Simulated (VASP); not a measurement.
# Si (Fd-3m) in VASP: a series of runs

The runs below take Si through relaxation of cell and atoms, with PBE.

Everything below comes from runs of VASP 6.6.1. Logs are shortened: lines on timing, memory, paths and dates and some standing lists are left out, and cuts for length are marked.

### Step 1. The cell of the first run

The structure is cubic, space group Fd-3m (No. 227). The conventional cell has a = 5.465 Å, b = 5.465 Å, c = 5.465 Å, α = 90.00°, β = 90.00°, γ = 90.00°. Si (site symmetry -43m) has 4 Si at 2.37 Å within 3.1 Å.

### Step 2. Relaxation of cell and atoms, PBE

Contents of INCAR:

```
PREC     = Accurate       # precision mode
ENCUT    = 600            # plane-wave cutoff, eV
EDIFF    = 1E-6           # SCF threshold, eV
ISMEAR   = 0              # smearing method
SIGMA    = 0.1            # smearing width, eV
LREAL    = F              # projectors in reciprocal space
LASPH    = T              # aspherical terms in the spheres
NELM     = 80             # most SCF steps
ALGO     = Normal         # electronic algorithm
ISIF     = 3              # what is computed and relaxed
LWAVE    = F              # write WAVECAR
LCHARG   = F              # write CHGCAR
GGA      = PE             # functional
IBRION   = 2              # ionic algorithm
NSW      = 90             # ionic steps
EDIFFG   = -0.04          # ionic threshold
```

Contents of KPOINTS:

```
regular mesh
0
Gamma
  6 6 6
```

Contents of POSCAR:

```
Si
1.0
    0.0000000000      2.7325254515      2.7325254515
    2.7325254515      0.0000000000      2.7325254515
    2.7325254515      2.7325254515      0.0000000000
Si
2
Direct
    0.0000000000      0.0000000000      0.0000000000
    0.2500000000      0.2500000000      0.2500000000
```

Potentials or basis: VASP PAW PBE potentials, release 64 (Si).

Command:

```sh
$ cat potpaw_PBE.64/Si/POTCAR > POTCAR
$ mpirun -np 1 vasp_std > vasp.out
```

OUTCAR:

```text
PREC = Accurate
   ENCUT = 600
   EDIFF = 1E-6
   ISMEAR = 0
   LREAL = F
   LASPH = T
   NELM = 80
   ISIF = 3
   GGA = PE
   IBRION = 2
   NSW = 90
   EDIFFG = -0.04

 ion  position               nearest neighbor table
   1  0.000  0.000  0.000-   2 2.37   2 2.37   2 2.37   2 2.37
   2  0.250  0.250  0.250-   1 2.37   1 2.37   1 2.37   1 2.37

  LATTYP: Found a face centered cubic cell.
 ALAT       =     5.4650509030

  Lattice vectors:

 A1 = (   0.0000000000,   2.7325254515,   2.7325254515)
 A2 = (   2.7325254515,   0.0000000000,   2.7325254515)
 A3 = (   2.7325254515,   2.7325254515,   0.0000000000)

Analysis of symmetry for initial positions (statically):
=====================================================================
 Subroutine PRICEL returns:
 Original cell was already a primitive cell.

 Routine SETGRP: Setting up the symmetry group for a
 face centered cubic supercell.

 Subroutine GETGRP returns: Found 48 space group operations
 (whereof 24 operations were pure point group operations)
 out of a pool of 48 trial point group operations.

The static configuration has the point symmetry T_d .
 The point group associated with its full space group is O_h .

Analysis of symmetry for dynamics (positions and initial velocities):
=====================================================================
 Subroutine PRICEL returns:
 Original cell was already a primitive cell.

 Routine SETGRP: Setting up the symmetry group for a
 face centered cubic supercell.

 Subroutine GETGRP returns: Found 48 space group operations
 (whereof 24 operations were pure point group operations)
 out of a pool of 48 trial point group operations.

The dynamic configuration has the point symmetry T_d .
 The point group associated with its full space group is O_h .

 Subroutine INISYM returns: Found 48 space group operations
 (whereof 24 operations are pure point group operations),
 and found     1 'primitive' translations

----------------------------------------------------------------------------------------

                                     Primitive cell

  volume of cell :      40.8059

  direct lattice vectors                    reciprocal lattice vectors
     0.000000000  2.732525451  2.732525451    -0.182980912  0.182980912  0.182980912
     2.732525451  0.000000000  2.732525451     0.182980912 -0.182980912  0.182980912
     2.732525451  2.732525451  0.000000000     0.182980912  0.182980912 -0.182980912

  length of vectors
     3.864374553  3.864374553  3.864374553     0.316932237  0.316932237  0.316932237

  position of ions in fractional coordinates (direct lattice)
     0.000000000  0.000000000  0.000000000
     0.250000000  0.250000000  0.250000000

  ion indices of the primitive-cell ions
   primitive index   ion index
                 1           1
                 2           2

----------------------------------------------------------------------------------------

 KPOINTS: regular mesh

Automatic generation of k-mesh.
 Grid dimensions read from file:
 generate k-points for:    6    6    6

 Generating k-lattice:

  Cartesian coordinates                     Fractional coordinates (reciprocal lattice)
    -0.030496819  0.030496819  0.030496819     0.166666667  0.000000000  0.000000000
     0.030496819 -0.030496819  0.030496819     0.000000000  0.166666667  0.000000000
     0.030496819  0.030496819 -0.030496819     0.000000000  0.000000000  0.166666667

  Length of vectors
     0.052822039  0.052822039  0.052822039

  Shift w.r.t. Gamma in fractional coordinates (k-lattice)
     0.000000000  0.000000000  0.000000000

 Subroutine IBZKPT returns following result:
 ===========================================

 Found     16 irreducible k-points:

 Following reciprocal coordinates:
            Coordinates               Weight
  0.000000  0.000000  0.000000      1.000000
  0.166667  0.000000  0.000000      8.000000
  0.333333  0.000000  0.000000      8.000000
  0.500000  0.000000  0.000000      4.000000
  0.166667  0.166667  0.000000      6.000000
  0.333333  0.166667  0.000000     24.000000
[... 8 lines left out ...]
 -0.333333  0.333333  0.166667     24.000000
 -0.333333  0.500000  0.166667     12.000000
   k-points           NKPTS =     16   k-points in BZ     NKDIM =     16   number of bands    NBANDS=      8
   number of dos      NEDOS =    301   number of ions     NIONS =      2
   total plane-waves  NPLWV =  32768
   dimension x,y,z NGX =    32 NGY =   32 NGZ =   32
   dimension x,y,z NGXF=    64 NGYF=   64 NGZF=   64
   ions per type =               2
   NGX,Y,Z   is equivalent  to a cutoff of  13.77, 13.77, 13.77 a.u.
   NGXF,Y,Z  is equivalent  to a cutoff of  27.53, 27.53, 27.53 a.u.
 SYSTEM =  unknown system
   PREC   = accura    normal or accurate (medium, high low for compatibility)
   ISTART =      0    job   : 0-new  1-cont  2-samecut
   ICHARG =      2    charge: 1-file 2-atom 10-const
   ISPIN  =      1    spin polarized calculation?
   LNONCOLLINEAR =      F non collinear calculations
   LSORBIT =      F    spin-orbit coupling
   LASPH  =      T    aspherical Exc in radial PAW
   ENCUT  =  600.0 eV  44.10 Ry    6.64 a.u.   7.72  7.72  7.72*2*pi/ulx,y,z
   NELM   =     80;   NELMIN=  2; NELMDL= -5     # of ELM steps
   EDIFF  = 0.1E-05   stopping-criterion for ELM
   LREAL  =      F    real-space projection
   EDIFFG = -.4E-01   stopping-criterion for IOM
   NSW    =     90    number of steps for IOM
   IBRION =      2    ionic relax: 0-MD 1-quasi-New 2-CG
   NFREE  =      1    steps in history (QN), initial steepest desc. (CG)
   ISIF   =      3    stress and relaxation
   ISYM   =      2    0-nonsym 1-usesym 2-fastsym
   POTIM  = 0.5000    time-step for ionic-motion
   TEBEG  =    0.0;   TEEND  =   0.0 temperature during run
   PSTRESS=    0.0 pullay stress
   NELECT =       8.0000    total number of electrons
   NUPDOWN=      -1.0000    fix difference up-down
   EMIN   =  10.00;   EMAX   =-10.00  energy-range for DOS
   EFERMI =   0.00;   METHOD = LEGACY
   ISMEAR =     0;   SIGMA  =   0.10  broadening in eV -4-tet -1-fermi 0-gaus
   EFERMI_NEDOS =   21; number of points for ismear=-14 and -15
   IALGO  =     38    algorithm
   IMIX   =      4    mixing-type and parameters
     AMIX     =   0.40;   BMIX     =  1.00
     AMIX_MAG =   1.60;   BMIX_MAG =  1.00
  volume/ion in A,a.u.               =      20.40       137.69
  Fermi-wavevector in a.u.,A,eV,Ry     =   0.951037  1.797199 12.306073  0.904471
  Thomas-Fermi vector in A             =   2.079469
   LORBIT       =      0    0 simple, 1 ext, 2 COOP (PROOUT), +10 PAW based schemes
   GGA     = PE    functional components
   LHFCALC =     F    Hartree Fock is set to
   AEXX    =    0.0000 exact exchange contribution
   IVDW    =     0    specifies the selected vdW correction
   LEPSILON=     F    determine dielectric tensor
   LRPA    =     F    only Hartree local field effects (RPA)
 conjugate gradient relaxation of ions
 non-spin polarized calculation
 Gauss-broadening in eV      SIGMA  =   0.10
  energy-cutoff  :      600.00
  volume of cell :       40.81
 maximum number of plane-waves:      1380
   NGX = 15   NGY = 15   NGZ = 15

 number of electron       8.0000000 magnetization

 Free energy of the ion-electron system (eV)
  ---------------------------------------------------
  ext. energy  EPLUGINS =         0.00000000
  ---------------------------------------------------
  free energy    TOTEN  =       -10.82639502 eV

  energy without entropy =      -10.82639501  energy(sigma->0) =      -10.82639502

 E-fermi :   6.0090     XC(G=0):  -9.3306

 val. band max:        5.6438848597   @ k =   0.0000   0.0000   0.0000
 cond. band min:       6.3884112532   @ k =   0.5000   0.5000   0.0000
 fundamental gap:      0.7445263935
 Fermi energy:         6.0089590802

 k-point     1 :       0.0000    0.0000    0.0000
  band No.  band energies     occupation
      1      -6.1859      2.00000
      2       5.6439      2.00000
      3       5.6439      2.00000
      4       5.6439      2.00000
      5       8.1986      0.00000
      6       8.1986      0.00000
      7       8.1986      0.00000
      8       8.8013      0.00000

 k-point     2 :       0.1667    0.0000    0.0000
  band No.  band energies     occupation
      1      -5.8305      2.00000
      2       3.2786      2.00000
      3       5.2019      2.00000
      4       5.2019      2.00000
      5       7.9347      0.00000
      6       8.8354      0.00000
      7       8.8354      0.00000
      8      10.9396      0.00000

 k-point     3 :       0.3333    0.0000    0.0000
  band No.  band energies     occupation
      1      -4.8330      2.00000
      2       0.3673      2.00000
      3       4.6592      2.00000
      4       4.6592      2.00000
      5       7.3423      0.00000
      6       9.1446      0.00000
      7       9.1446      0.00000
      8      13.4347      0.00000

 k-point     4 :       0.5000    0.0000    0.0000
  band No.  band energies     occupation
      1      -3.9016      2.00000
      2      -1.2357      2.00000
      3       4.4630      2.00000
      4       4.4630      2.00000
      5       7.1164      0.00000
      6       8.9890      0.00000
      7       8.9890      0.00000
      8      13.3458      0.00000

 k-point     5 :       0.1667    0.1667    0.0000
  band No.  band energies     occupation
      1      -5.7095      2.00000
      2       3.5917      2.00000
      3       4.4755      2.00000
      4       4.4755      2.00000
      5       7.3547      0.00000
      6       9.8629      0.00000
      7       9.9478      0.00000
      8       9.9478      0.00000
[... 89 lines left out ...]
 k-point    14 :       0.5000    0.3333    0.1667
  band No.  band energies     occupation
      1      -3.9356      2.00000
      2       0.0325      2.00000
      3       2.1445      2.00000
      4       3.3945      2.00000
      5       8.4876      0.00000
      6       9.3606      0.00000
      7       9.8252      0.00000
      8      12.6339      0.00000

 k-point    15 :      -0.3333    0.3333    0.1667
  band No.  band energies     occupation
      1      -2.9728      2.00000
      2      -1.1423      2.00000
      3       1.7095      2.00000
      4       2.9392      2.00000
      5       9.0055      0.00000
      6       9.1639      0.00000
      7      11.7033      0.00000
      8      12.0891      0.00000

 k-point    16 :      -0.3333    0.5000    0.1667
  band No.  band energies     occupation
      1      -1.9955      2.00000
      2      -1.9955      2.00000
      3       2.0740      2.00000
      4       2.0740      2.00000
      5       8.3928      0.00000
      6       8.3928      0.00000
      7      12.3374      0.00000
      8      12.3374      0.00000

------------------------ aborting loop because EDIFF is reached ----------------------------------------

  FORCE on cell =-STRESS in cart. coord.  units (eV):
  Direction    XX          YY          ZZ          XY          YZ          ZX
  --------------------------------------------------------------------------------------
  -------------------------------------------------------------------------------------
  Total        0.0633380      0.0633380      0.0633380      0.0000000      0.0000000     -0.0000000
  in kB        2.4868644      2.4868644      2.4868644      0.0000000      0.0000000     -0.0000000
  external PRESSURE =       2.4868644 kB  Pullay stress =       0.0000000 kB

 VOLUME and BASIS-vectors are now :
 -----------------------------------------------------------------------------
  energy-cutoff  :      600.00
  volume of cell :       40.81
      direct lattice vectors                 reciprocal lattice vectors
     0.000000000  2.732525451  2.732525451    -0.182980912  0.182980912  0.182980912
     2.732525451  0.000000000  2.732525451     0.182980912 -0.182980912  0.182980912
     2.732525451  2.732525451  0.000000000     0.182980912  0.182980912 -0.182980912

 POSITION                                       TOTAL-FORCE (eV/Angst)
 -----------------------------------------------------------------------------------
      0.00000      0.00000      0.00000         0.000000      0.000000      0.000000
      1.36626      1.36626      1.36626        -0.000000     -0.000000     -0.000000
 -----------------------------------------------------------------------------------
    total drift:                               -0.000000      0.000000      0.000000

  FREE ENERGIE OF THE ION-ELECTRON SYSTEM (eV)
  ---------------------------------------------------
  free  energy   TOTEN  =       -10.8263950165 eV

  energy  without entropy=      -10.8263950138  energy(sigma->0) =      -10.82639502

 reached required accuracy - stopping structural energy minimisation
```

It took 4.5 s on 1 thread of Intel Xeon 6975P-C (Granite Rapids), shared host; peak memory 0.16 GiB.

Results:

```yaml
Free_energy: -10.8264 eV
Pressure_after_relaxing: 0.2 GPa
Band_gap_on_the_k_mesh: 0.74 eV, indirect (least direct gap 2.55 eV)
```

Final structure:
```
CELL_PARAMETERS angstrom
0.00000 2.73253 2.73253
2.73253 0.00000 2.73253
2.73253 2.73253 0.00000
ATOMIC_POSITIONS crystal
Si 0.00000 0.00000 0.00000
Si 0.25000 0.25000 0.25000
```

Caveat: the relaxation stopped at its first step, so nothing moved. A k mesh can miss the band edges.

### Step 3. Relaxation of cell and atoms, PBE

Contents of INCAR:

```
  PREC = Accurate
  ENCUT = 600
  EDIFF = 1E-6
  ISMEAR = 0
  SIGMA = 0.02
  LREAL = False
  LASPH = True
  NELM = 60
  ALGO = Normal
  ISIF = 3
  LWAVE = False
  LCHARG = False
  GGA = PE
  IBRION = 2
  NSW = 100
  EDIFFG = -0.01
```

Contents of KPOINTS:

```
regular mesh
0
Gamma
  8 8 8
```

Contents of POSCAR:

```
Si
1.0
    0.0000000000      2.7325254515      2.7325254515
    2.7325254515      0.0000000000      2.7325254515
    2.7325254515      2.7325254515      0.0000000000
Si
2
Direct
    0.5000000000      0.5000000000      0.5000000000
    0.7500000000      0.7500000000      0.7500000000
```

Potentials or basis: VASP PAW PBE potentials, release 64 (Si).

Command:

```sh
$ cat potpaw_PBE.64/Si/POTCAR > POTCAR
$ mpirun -np 1 vasp_std > vasp.out
```

OUTCAR:

```text
PREC = Accurate
   ENCUT = 600
   EDIFF = 1E-6
   ISMEAR = 0
   LREAL = False
   LASPH = True
   NELM = 60
   ISIF = 3
   GGA = PE
   IBRION = 2
   NSW = 100
   EDIFFG = -0.01

 ion  position               nearest neighbor table
   1  0.500  0.500  0.500-   2 2.37   2 2.37   2 2.37   2 2.37
   2  0.750  0.750  0.750-   1 2.37   1 2.37   1 2.37   1 2.37

  LATTYP: Found a face centered cubic cell.
 ALAT       =     5.4650509030

  Lattice vectors:

 A1 = (   0.0000000000,   2.7325254515,   2.7325254515)
 A2 = (   2.7325254515,   0.0000000000,   2.7325254515)
 A3 = (   2.7325254515,   2.7325254515,   0.0000000000)

Analysis of symmetry for initial positions (statically):
=====================================================================
 Subroutine PRICEL returns:
 Original cell was already a primitive cell.

 Routine SETGRP: Setting up the symmetry group for a
 face centered cubic supercell.

 Subroutine GETGRP returns: Found 48 space group operations
 (whereof 24 operations were pure point group operations)
[... 173 lines left out ...]
  --------------------------------------------------------------------------------------
  -------------------------------------------------------------------------------------
  Total        0.0487318      0.0487318      0.0487318      0.0000000      0.0000000      0.0000000
  in kB        1.9133760      1.9133760      1.9133760      0.0000000      0.0000000      0.0000000
  external PRESSURE =       1.9133760 kB  Pullay stress =       0.0000000 kB
[... 59 lines left out ...]
--------------------------------------- Ionic step        3  -------------------------------------------

 number of electron       8.0000000 magnetization

 Free energy of the ion-electron system (eV)
  ---------------------------------------------------
  ext. energy  EPLUGINS =         0.00000000
  ---------------------------------------------------
  free energy    TOTEN  =       -10.84621053 eV

  energy without entropy =      -10.84621053  energy(sigma->0) =      -10.84621053

 E-fermi :   5.7251     XC(G=0):  -9.3263

 val. band max:        5.6175894828   @ k =   0.0000   0.0000   0.0000
 cond. band min:       6.2677072418   @ k =   0.3750   0.3750   0.0000
 fundamental gap:      0.6501177589
 Fermi energy:         5.7251290946

 k-point     1 :       0.0000    0.0000    0.0000
  band No.  band energies     occupation
      1      -6.1973      2.00000
      2       5.6176      2.00000
      3       5.6176      2.00000
      4       5.6176      2.00000
      5       8.1739      0.00000
      6       8.1739      0.00000
      7       8.1739      0.00000
      8       8.7518      0.00000
[... 243 lines left out ...]
 k-point    24 :      -0.3750    0.2500    0.1250
  band No.  band energies     occupation
      1      -3.3886      2.00000
      2      -1.0898      2.00000
      3       2.2300      2.00000
      4       3.5068      2.00000
      5       8.6414      0.00000
      6       8.7637      0.00000
      7      11.4646      0.00000
      8      12.6839      0.00000

 [... further k-points ...]
[... 5 lines left out ...]
  --------------------------------------------------------------------------------------
  -------------------------------------------------------------------------------------
  Total        0.0015897      0.0015897      0.0015897      0.0000000      0.0000000      0.0000000
  in kB        0.0622933      0.0622933      0.0622933      0.0000000      0.0000000      0.0000000
  external PRESSURE =       0.0622933 kB  Pullay stress =       0.0000000 kB
[... 17 lines left out ...]
  FREE ENERGIE OF THE ION-ELECTRON SYSTEM (eV)
  ---------------------------------------------------
  free  energy   TOTEN  =       -10.8462105289 eV

  energy  without entropy=      -10.8462105289  energy(sigma->0) =      -10.84621053

 reached required accuracy - stopping structural energy minimisation
```

OSZICAR:

```text
N       E                     dE             d eps       ncg     rms          rms(c)
DAV:   1     0.122406909286E+02    0.12241E+02   -0.37226E+03   464   0.909E+02
DAV:   2    -0.106640108872E+02   -0.22905E+02   -0.22010E+02   704   0.912E+01
DAV:   3    -0.110140097856E+02   -0.35000E+00   -0.35000E+00   576   0.142E+01
DAV:   4    -0.110161564365E+02   -0.21467E-02   -0.21467E-02   800   0.106E+00
[... 14 lines left out ...]
       N       E                     dE             d eps       ncg     rms          rms(c)
DAV:   1    -0.108462219128E+02   -0.35456E-04   -0.49872E-04   552   0.128E-01    0.206E-02
DAV:   2    -0.108462138851E+02    0.80277E-05   -0.71621E-06   584   0.188E-02    0.125E-02
DAV:   3    -0.108462104509E+02    0.34342E-05   -0.93089E-06   560   0.156E-02    0.431E-03
DAV:   4    -0.108462105289E+02   -0.77921E-07   -0.82761E-08   248   0.275E-03
   3 F= -.10846211E+02 E0= -.10846211E+02  d E =-.469666E-04
```

Run time: 9.1 s. Hardware: 1 thread of Intel Xeon 6975P-C (Granite Rapids), shared host; peak memory 0.17 GiB.

What came out:

- Free energy: -10.8462 eV
- Relaxed volume: 20.44 Å³/atom
- Relaxed cell: a = 3.867 Å, b = 3.867 Å, c = 3.867 Å, α = 60.00°, β = 60.00°, γ = 60.00°
- Space group after relaxing (to 0.05 Å): Fd-3m (No. 227)
- Energy gained by relaxing: 0.0 meV/atom
- Ionic steps: 3
- Pressure after relaxing: 0.0 GPa
- Band gap on the k mesh: 0.65 eV, indirect (least direct gap 2.56 eV)

Final structure:
```xyz
2
Lattice="0.0000 2.7344 2.7344 2.7344 0.0000 2.7344 2.7344 2.7344 0.0000" Properties=species:S:1:pos:R:3 pbc="T T T"
Si    2.7344    2.7344    2.7344
Si    4.1015    4.1015    4.1015
```

A k mesh can miss the band edges. Expect the measured gap to be larger: semilocal functionals such as PBE lack the derivative discontinuity.
